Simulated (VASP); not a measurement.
# B32HN32 (a cell with a defect) in VASP: a series of runs

B32HN32 (a cell with a defect) is run at these levels: PBEsol, r2SCAN; tasks: single point.

Program: VASP 6.6.1. These are calculated values, not measurements. Logs are shortened: lines on timing, memory, paths and dates and some standing lists are left out, and cuts for length are marked.

## Step 1: The cell of the first run

The cell holds a defect, 65 atoms: a = 7.212 Å, b = 7.212 Å, c = 7.212 Å, α = 90.00°, β = 90.00°, γ = 90.00°.

## Step 2: Single point, PBEsol

INCAR

```
SYSTEM = B32HN32
ALGO     = Normal         ! electronic algorithm
EDIFF    = 1E-6           ! SCF threshold, eV
ENCUT    = 520            ! plane-wave cutoff, eV
GGA      = PS             ! functional
ISIF     = 2              ! what is computed and relaxed
ISMEAR   = -1             ! smearing method
ISYM     = 0            
LASPH    = .True.         ! aspherical terms in the spheres
LCHARG   = .False.        ! write CHGCAR
LREAL    = Auto         
LWAVE    = .False.        ! write WAVECAR
NBANDS   = 166            ! bands
NELECT   = 256.0        
NELM     = 80             ! most SCF steps
PREC     = Accurate       ! precision mode
SIGMA    = 0.05           ! smearing width, eV
```

KPOINTS

```
Automatic mesh
0
Gamma
  1 1 1
  0.25 0.25 0.25
```

POSCAR

```
B32HN32
1.0
    7.2115910000      0.0000000000      0.0000000000
    0.0000000000      7.2115910000      0.0000000000
    0.0000000000      0.0000000000      7.2115910000
B N H
32 32 1
Direct
    0.9988390000      0.0015500000      0.0005460000
    0.9977480000      0.0008970000      0.5010450000
    0.0000180000      0.5025720000      0.9994630000
    0.9986570000      0.5018960000      0.5003600000
    0.4980560000      0.0012440000      0.9979840000
    0.4983090000      0.9922650000      0.5084610000
    0.5006300000      0.5059270000      0.9958060000
    0.4974340000      0.5041380000      0.5002610000
    0.2483500000      0.2509500000      0.9979840000
    0.2393720000      0.2512010000      0.5084600000
    0.2486540000      0.7517310000      0.0005460000
    0.2480020000      0.7506390000      0.5010450000
    0.7530340000      0.2535230000      0.9958080000
    0.7512450000      0.2503280000      0.5002620000
    0.7496790000      0.7529130000      0.9994620000
    0.7490040000      0.7515500000      0.5003600000
    0.2471780000      0.0000740000      0.2477050000
    0.2474200000      0.0003120000      0.7521100000
    0.2489150000      0.5025960000      0.2515100000
    0.2482490000      0.5021270000      0.7503910000
    0.7497030000      0.0018080000      0.2515080000
    0.7492350000      0.0011420000      0.7503930000
    0.7535920000      0.5064870000      0.2468430000
    0.7493800000      0.5022740000      0.7490830000
    0.9994460000      0.2519190000      0.2500380000
    0.9973810000      0.2516020000      0.7514810000
    0.9993720000      0.7522650000      0.2501460000
    0.9985900000      0.7514840000      0.7503780000
    0.5224070000      0.2752980000      0.2177690000
    0.4986850000      0.2515780000      0.7501750000
    0.4990240000      0.7523390000      0.2500370000
    0.4987070000      0.7502740000      0.7514790000
    0.1252250000      0.1276920000      0.1257310000
    0.1201150000      0.1260500000      0.6293280000
    0.1249100000      0.6269300000      0.1260410000
    0.1236470000      0.6265610000      0.6255430000
    0.6258850000      0.1279510000      0.1223520000
    0.6235630000      0.1262830000      0.6253510000
    0.6249570000      0.6285310000      0.1244520000
    0.6239210000      0.6264980000      0.6248490000
    0.3750590000      0.3787780000      0.1223500000
    0.3733910000      0.3764550000      0.6253480000
    0.3747970000      0.8781180000      0.1257320000
    0.3731560000      0.8730050000      0.6293290000
    0.8756360000      0.3778500000      0.1244540000
    0.8736050000      0.3768160000      0.6248490000
    0.8740370000      0.8778050000      0.1260410000
    0.8736670000      0.8765420000      0.6255430000
    0.3628190000      0.1157190000      0.3925120000
    0.3739110000      0.1268040000      0.8749680000
    0.3740870000      0.6272060000      0.3753230000
    0.3741130000      0.6271880000      0.8755840000
    0.8743120000      0.1269820000      0.3753220000
    0.8742950000      0.1270070000      0.8755850000
    0.8748070000      0.6277010000      0.3753920000
    0.8743570000      0.6272510000      0.8752000000
    0.1242010000      0.3761450000      0.3760300000
    0.1242870000      0.3771250000      0.8753420000
    0.1243170000      0.8772110000      0.3759540000
    0.1236220000      0.8765160000      0.8766130000
    0.6259730000      0.3788660000      0.3721930000
    0.6248520000      0.3777480000      0.8739650000
    0.6232500000      0.8770960000      0.3760280000
    0.6242310000      0.8771830000      0.8753400000
    0.4650730000      0.2179790000      0.3938270000
```

Potentials or basis: VASP PAW PBE potentials, release 64 (B, N, H).

On the command line:

```console
$ cat potpaw_PBE.64/B/POTCAR potpaw_PBE.64/N/POTCAR potpaw_PBE.64/H/POTCAR > POTCAR
$ mpirun -np 1 vasp_std > vasp.out
```

OUTCAR:

```text
SYSTEM = B32HN32
   EDIFF = 1E-6
   ENCUT = 520
   GGA = PS
   ISIF = 2
   ISMEAR = -1
   ISYM = 0
   LASPH = .True.
   LREAL = Auto
   NELECT = 256.0
   NELM = 80
   PREC = Accurate

 ion  position               nearest neighbor table
   1  0.999  0.002  0.001-  60 1.56  47 1.56  54 1.56  33 1.57
   2  0.998  0.001  0.501-  48 1.55  53 1.56  59 1.56  34 1.56
   3  0.000  0.503  0.999-  58 1.56  45 1.56  56 1.56  35 1.56
   4  0.999  0.502  0.500-  46 1.56  55 1.56  36 1.56  57 1.56
   5  0.498  0.001  0.998-  50 1.55  64 1.55  43 1.56  37 1.58
   6  0.498  0.992  0.508-  44 1.52  63 1.55  49 1.56  38 1.57
[... 56 lines left out ...]
  63  0.623  0.877  0.376-   6 1.55  31 1.56  16 1.56  21 1.56
  64  0.624  0.877  0.875-   5 1.55  15 1.56  22 1.56  32 1.57
  65  0.465  0.218  0.394-  49 1.04  29 1.40

IMPORTANT INFORMATION: All symmetrisations will be switched off!
NOSYMM: (Re-)initialisation of all symmetry stuff for point group C_1.

----------------------------------------------------------------------------------------

                                     Primitive cell

  volume of cell :     375.0535

  direct lattice vectors                    reciprocal lattice vectors
     7.211591000  0.000000000  0.000000000     0.138665656  0.000000000  0.000000000
     0.000000000  7.211591000  0.000000000     0.000000000  0.138665656  0.000000000
     0.000000000  0.000000000  7.211591000     0.000000000  0.000000000  0.138665656

  length of vectors
     7.211591000  7.211591000  7.211591000     0.138665656  0.138665656  0.138665656

  position of ions in fractional coordinates (direct lattice)
     0.998839000  0.001550000  0.000546000
     0.997748000  0.000897000  0.501045000
     0.000018000  0.502572000  0.999463000
     0.998657000  0.501896000  0.500360000
     0.498056000  0.001244000  0.997984000
     0.498309000  0.992265000  0.508461000
[... 57 lines left out ...]
     0.624231000  0.877183000  0.875340000
     0.465073000  0.217979000  0.393827000

  ion indices of the primitive-cell ions
   primitive index   ion index
                 1           1
                 2           2
                 3           3
                 4           4
                 5           5
                 6           6
[... 57 lines left out ...]
                64          64
                65          65

----------------------------------------------------------------------------------------

 KPOINTS: Automatic mesh

Automatic generation of k-mesh.
 Grid dimensions read from file:
 generate k-points for:    1    1    1

 Generating k-lattice:

  Cartesian coordinates                     Fractional coordinates (reciprocal lattice)
     0.138665656  0.000000000  0.000000000     1.000000000  0.000000000  0.000000000
     0.000000000  0.138665656  0.000000000     0.000000000  1.000000000  0.000000000
     0.000000000  0.000000000  0.138665656     0.000000000  0.000000000  1.000000000

  Length of vectors
     0.138665656  0.138665656  0.138665656

  Shift w.r.t. Gamma in fractional coordinates (k-lattice)
     0.250000000  0.250000000  0.250000000

 Subroutine IBZKPT returns following result:
 ===========================================

 Found      4 irreducible k-points:

 Following reciprocal coordinates:
            Coordinates               Weight
  0.250000  0.250000  0.250000      2.000000
 -0.250000  0.250000  0.250000      2.000000
 -0.250000 -0.250000  0.250000      2.000000
  0.250000 -0.250000  0.250000      2.000000
   k-points           NKPTS =      4   k-points in BZ     NKDIM =      4   number of bands    NBANDS=    166
   number of dos      NEDOS =    301   number of ions     NIONS =     65
   total plane-waves  NPLWV = 157464
   dimension x,y,z NGX =    54 NGY =   54 NGZ =   54
   dimension x,y,z NGXF=   108 NGYF=  108 NGZF=  108
   ions per type =              32  32   1
   NGX,Y,Z   is equivalent  to a cutoff of  12.45, 12.45, 12.45 a.u.
   NGXF,Y,Z  is equivalent  to a cutoff of  24.90, 24.90, 24.90 a.u.
 SYSTEM =  B32HN32
   PREC   = accura    normal or accurate (medium, high low for compatibility)
   ISTART =      0    job   : 0-new  1-cont  2-samecut
   ICHARG =      2    charge: 1-file 2-atom 10-const
   ISPIN  =      1    spin polarized calculation?
   LNONCOLLINEAR =      F non collinear calculations
   LSORBIT =      F    spin-orbit coupling
   LASPH  =      T    aspherical Exc in radial PAW
   ENCUT  =  520.0 eV  38.22 Ry    6.18 a.u.  13.41 13.41 13.41*2*pi/ulx,y,z
   NELM   =     80;   NELMIN=  2; NELMDL= -5     # of ELM steps
   EDIFF  = 0.1E-05   stopping-criterion for ELM
   LREAL  =      T    real-space projection
   EDIFFG = 0.1E-04   stopping-criterion for IOM
   NSW    =      0    number of steps for IOM
   IBRION =     -1    ionic relax: 0-MD 1-quasi-New 2-CG
   NFREE  =      0    steps in history (QN), initial steepest desc. (CG)
   ISIF   =      2    stress and relaxation
   ISYM   =      0    0-nonsym 1-usesym 2-fastsym
   POTIM  = 0.5000    time-step for ionic-motion
   TEBEG  =    0.0;   TEEND  =   0.0 temperature during run
   PSTRESS=    0.0 pullay stress
   NELECT =     256.0000    total number of electrons
   NUPDOWN=      -1.0000    fix difference up-down
   EMIN   =  10.00;   EMAX   =-10.00  energy-range for DOS
   EFERMI =   0.00;   METHOD = LEGACY
   ISMEAR =    -1;   SIGMA  =   0.05  broadening in eV -4-tet -1-fermi 0-gaus
   EFERMI_NEDOS =   21; number of points for ismear=-14 and -15
   IALGO  =     38    algorithm
   IMIX   =      4    mixing-type and parameters
     AMIX     =   0.40;   BMIX     =  1.00
     AMIX_MAG =   1.60;   BMIX_MAG =  1.00
  volume/ion in A,a.u.               =       5.77        38.94
  Fermi-wavevector in a.u.,A,eV,Ry     =   1.441420  2.723888 28.268692  2.077690
  Thomas-Fermi vector in A             =   2.560054
   LORBIT       =      0    0 simple, 1 ext, 2 COOP (PROOUT), +10 PAW based schemes
   GGA     = PS    functional components
   LHFCALC =     F    Hartree Fock is set to
   AEXX    =    0.0000 exact exchange contribution
   IVDW    =     0    specifies the selected vdW correction
   LEPSILON=     F    determine dielectric tensor
   LRPA    =     F    only Hartree local field effects (RPA)
 non-spin polarized calculation
  energy-cutoff  :      520.00
  volume of cell :      375.05
 maximum number of plane-waves:     10107
 NGX is ok and might be reduce to    54
   NGX = 27   NGY = 27   NGZ = 27

 number of electron     256.0000047 magnetization

 Free energy of the ion-electron system (eV)
  ---------------------------------------------------
  ext. energy  EPLUGINS =         0.00000000
  ---------------------------------------------------
  free energy    TOTEN  =      -596.23481512 eV

  energy without entropy =     -596.23481512  energy(sigma->0) =     -596.23481512

 E-fermi :   8.3123     XC(G=0): -13.0515

 val. band max:        7.1078097969   @ k =  -0.2500  -0.2500   0.2500
 cond. band min:      11.7238270010   @ k =   0.2500   0.2500   0.2500
 fundamental gap:      4.6160172041
 Fermi energy:         8.3122991753

 k-point     1 :       0.2500    0.2500    0.2500
  band No.  band energies     occupation
      1     -12.6627      2.00000
      2     -11.7832      2.00000
      3     -11.5623      2.00000
      4     -11.4589      2.00000
      5     -10.7355      2.00000
      6     -10.5838      2.00000
[... 132 lines left out ...]
    139      15.6574      0.00000
    140      15.7185      0.00000

 k-point     2 :      -0.2500    0.2500    0.2500
  band No.  band energies     occupation
      1     -12.6646      2.00000
      2     -11.7854      2.00000
      3     -11.5495      2.00000
      4     -11.4527      2.00000
      5     -10.7477      2.00000
      6     -10.5978      2.00000
[... 132 lines left out ...]
    139      15.6629      0.00000
    140      15.7171      0.00000

 k-point     3 :      -0.2500   -0.2500    0.2500
  band No.  band energies     occupation
      1     -12.6569      2.00000
      2     -11.8638      2.00000
      3     -11.4583      2.00000
      4     -11.4547      2.00000
      5     -10.7852      2.00000
      6     -10.5231      2.00000
[... 132 lines left out ...]
    139      15.7204      0.00000
    140      15.7297      0.00000

 k-point     4 :       0.2500   -0.2500    0.2500
  band No.  band energies     occupation
      1     -12.6646      2.00000
      2     -11.7854      2.00000
      3     -11.5495      2.00000
      4     -11.4527      2.00000
      5     -10.7477      2.00000
      6     -10.5978      2.00000
[... 132 lines left out ...]
    139      15.6629      0.00000
    140      15.7171      0.00000
 [bands above 140 left out]

------------------------ aborting loop because EDIFF is reached ----------------------------------------

  FORCE on cell =-STRESS in cart. coord.  units (eV):
  Direction    XX          YY          ZZ          XY          YZ          ZX
  --------------------------------------------------------------------------------------
  -------------------------------------------------------------------------------------
  Total       -3.5086999     -3.5004325     -0.4268817      1.6945885     -4.9670372     -4.9711222
  in kB      -14.9886854    -14.9533680     -1.8235803      7.2390499    -21.2185023    -21.2359532
  external PRESSURE =     -10.5885445 kB  Pullay stress =       0.0000000 kB

 VOLUME and BASIS-vectors are now :
 -----------------------------------------------------------------------------
  energy-cutoff  :      520.00
  volume of cell :      375.05
      direct lattice vectors                 reciprocal lattice vectors
     7.211591000  0.000000000  0.000000000     0.138665656  0.000000000  0.000000000
     0.000000000  7.211591000  0.000000000     0.000000000  0.138665656  0.000000000
     0.000000000  0.000000000  7.211591000     0.000000000  0.000000000  0.138665656

 POSITION                                       TOTAL-FORCE (eV/Angst)
 -----------------------------------------------------------------------------------
      7.20322      0.01118      0.00394         0.059129      0.055428      0.064344
      7.19535      0.00647      3.61333         0.051443      0.047051      0.051842
      0.00013      3.62434      7.20772         0.052453      0.061004      0.057922
      7.20191      3.61947      3.60839         0.039304      0.060117      0.051203
      3.59178      0.00897      7.19705         0.064042      0.063842      0.065823
      3.59360      7.15581      3.66681         0.076883      0.046783      0.042877
[... 57 lines left out ...]
      4.50170      6.32589      6.31259        -0.055614     -0.060836     -0.054534
      3.35392      1.57198      2.84012        -0.051377     -0.051852      0.022928
 -----------------------------------------------------------------------------------
    total drift:                               -0.005609      0.006887      0.001442

  FREE ENERGIE OF THE ION-ELECTRON SYSTEM (eV)
  ---------------------------------------------------
  free  energy   TOTEN  =      -596.2348151218 eV

  energy  without entropy=     -596.2348151217  energy(sigma->0) =     -596.23481512
```

It took 16 min on 1 thread of AMD EPYC 7R13, shared host; peak memory 0.45 GiB.

Results:

| Quantity | Value |
| --- | --- |
| Free energy | -596.2348 eV |
| Largest force | 0.112 eV/Å |

Forces on the atoms (eV/Å):
```
B    0.059  0.055  0.064
B    0.051  0.047  0.052
B    0.052  0.061  0.058
B    0.039  0.060  0.051
B    0.064  0.064  0.066
B    0.077  0.047  0.043
B    0.067  0.052  0.055
B    0.048  0.031  0.037
B    0.063  0.065  0.066
B    0.046  0.078  0.043
B    0.055  0.061  0.064
B    0.047  0.053  0.050
B    0.050  0.066  0.056
B    0.031  0.048  0.037
B    0.059  0.052  0.059
B    0.059  0.041  0.051
B    0.028  0.028  0.043
B    0.057  0.057  0.054
B    0.042  0.049  0.047
B    0.052  0.052  0.055
B    0.050  0.042  0.047
B    0.053  0.051  0.055
B    0.040  0.040  0.090
B    0.052  0.051  0.052
B    0.046  0.052  0.052
B    0.052  0.082  0.052
B    0.050  0.051  0.085
B    0.051  0.052  0.053
B    0.027  0.025 -0.003
B    0.050  0.051  0.050
B    0.051  0.046  0.053
B    0.082  0.053  0.053
N   -0.047 -0.049 -0.057
N   -0.047 -0.084 -0.054
N   -0.048 -0.052 -0.059
N   -0.056 -0.055 -0.052
N   -0.038 -0.068 -0.055
N   -0.053 -0.064 -0.051
N   -0.055 -0.052 -0.058
N   -0.056 -0.053 -0.047
N   -0.068 -0.039 -0.054
N   -0.064 -0.052 -0.051
N   -0.048 -0.047 -0.057
N   -0.084 -0.046 -0.055
N   -0.051 -0.055 -0.058
N   -0.052 -0.056 -0.046
N   -0.052 -0.049 -0.059
N   -0.055 -0.056 -0.052
N    0.045  0.043  0.026
N   -0.051 -0.051 -0.056
N   -0.052 -0.047 -0.058
N   -0.071 -0.050 -0.067
N   -0.047 -0.052 -0.057
N   -0.050 -0.071 -0.067
N   -0.049 -0.050 -0.087
N   -0.053 -0.053 -0.055
N   -0.050 -0.059 -0.043
N   -0.060 -0.056 -0.055
N   -0.041 -0.041 -0.074
N   -0.055 -0.055 -0.053
N   -0.029 -0.030 -0.059
N   -0.050 -0.051 -0.050
N   -0.058 -0.051 -0.043
N   -0.056 -0.061 -0.055
H   -0.051 -0.052  0.023
```

Caveat: the k points lie up to 0.87 Å⁻¹ apart; the cell carries a net charge on a neutralising background, which shifts energy and pressure; the cell is charged against a uniform background, so pressure and absolute levels hang on convention; the PAW data sets were made with another functional, which shifts forces and pressure a little.

## Step 3: Single point, r2SCAN

POSCAR is that of step 2.

INCAR.step1

```
SYSTEM = B32HN32
  PREC = Accurate
  ENCUT = 520
  ISMEAR = -1
  SIGMA = 0.05
  LREAL = Auto
  LASPH = .TRUE.
  NELM = 100
  NELECT = 256.0
  ISYM = 0
  NBANDS = 166
  GGA = PE
  ALGO = Normal
  EDIFF = 1E-4
  LWAVE = .TRUE.
  LCHARG = .FALSE.
```

INCAR.step2

```
SYSTEM = B32HN32
  PREC = Accurate
  ENCUT = 520
  EDIFF = 1E-6
  ISMEAR = -1
  SIGMA = 0.05
  LREAL = Auto
  LASPH = .TRUE.
  NELM = 100
  ALGO = Normal
  ISIF = 2
  LWAVE = .FALSE.
  LCHARG = .FALSE.
  METAGGA = R2SCAN
  LMIXTAU = .TRUE.
  NELECT = 256.0
  ISYM = 0
  NBANDS = 166
  ISTART = 1
```

KPOINTS is that of step 2.

Potentials or basis: VASP PAW PBE potentials, release 64 (B, N, H).

On the command line:

```console
$ cat potpaw_PBE.64/B/POTCAR potpaw_PBE.64/N/POTCAR potpaw_PBE.64/H/POTCAR > POTCAR
$ cp INCAR.step1 INCAR
$ mpirun -np 1 vasp_std > vasp.out
$ cp INCAR.step2 INCAR
$ mpirun -np 1 vasp_std > vasp.out
```

Run time: 51 min. Hardware: 1 thread of AMD EPYC 7R13, shared host; peak memory 0.51 GiB.

It converged, with:

```yaml
Free_energy: -622.6162 eV
Largest_force: 0.720 eV/Å
```

Forces on the atoms (eV/Å):
```
B    0.054  0.044  0.060
B    0.044  0.040  0.064
B    0.054  0.056  0.057
B    0.037  0.066  0.056
B    0.050  0.050  0.051
B    0.042  0.020  0.070
B    0.031  0.091  0.015
B    0.033  0.070  0.053
B    0.049  0.051  0.052
B    0.019  0.043  0.070
B    0.044  0.056  0.059
B    0.040  0.046  0.062
B    0.089  0.030  0.016
B    0.070  0.033  0.053
B    0.054  0.054  0.059
B    0.065  0.039  0.055
B   -0.007 -0.007 -0.016
B    0.048  0.048  0.071
B    0.029  0.071  0.064
B    0.049  0.050  0.056
B    0.072  0.030  0.065
B    0.051  0.048  0.056
B    0.075  0.075  0.108
B    0.048  0.047  0.046
B    0.056  0.055  0.055
B    0.059  0.052  0.049
B    0.049  0.049  0.092
B    0.044  0.045  0.057
B    0.032  0.030 -0.009
B    0.049  0.050  0.045
B    0.054  0.056  0.055
B    0.052  0.059  0.049
N   -0.033 -0.059 -0.043
N   -0.032 -0.035 -0.075
N   -0.041 -0.054 -0.061
N   -0.050 -0.055 -0.058
N   -0.111  0.078  0.005
N   -0.050 -0.077 -0.044
N   -0.044 -0.061 -0.061
N   -0.057 -0.064 -0.053
N    0.078 -0.112  0.006
N   -0.077 -0.049 -0.043
N   -0.058 -0.032 -0.044
N   -0.034 -0.032 -0.076
N   -0.060 -0.043 -0.061
N   -0.064 -0.057 -0.053
N   -0.054 -0.042 -0.061
N   -0.055 -0.050 -0.058
N    0.467  0.465  0.149
N   -0.048 -0.048 -0.043
N   -0.048 -0.070 -0.057
N   -0.035 -0.061 -0.054
N   -0.069 -0.048 -0.057
N   -0.061 -0.035 -0.054
N   -0.061 -0.061 -0.111
N   -0.046 -0.046 -0.059
N   -0.047 -0.068 -0.033
N   -0.055 -0.052 -0.044
N   -0.030 -0.030 -0.084
N   -0.044 -0.045 -0.054
N   -0.055 -0.055 -0.136
N   -0.044 -0.045 -0.042
N   -0.068 -0.048 -0.033
N   -0.052 -0.055 -0.043
H   -0.496 -0.497 -0.159
```

Levels at points of the mesh, in eV from the Fermi level:
```tsv
k point	band 126	band 127	band 128	band 129	band 130	band 131
(0.25, 0.25, 0.25)	-2.14	-1.36	-1.31	4.06	5.30	5.33
```

Caveat: the k points lie up to 0.87 Å⁻¹ apart; the cell carries a net charge on a neutralising background, which shifts energy and pressure; the cell is charged against a uniform background, so pressure and absolute levels hang on convention; the PAW data sets were made with another functional, which shifts forces and pressure a little.
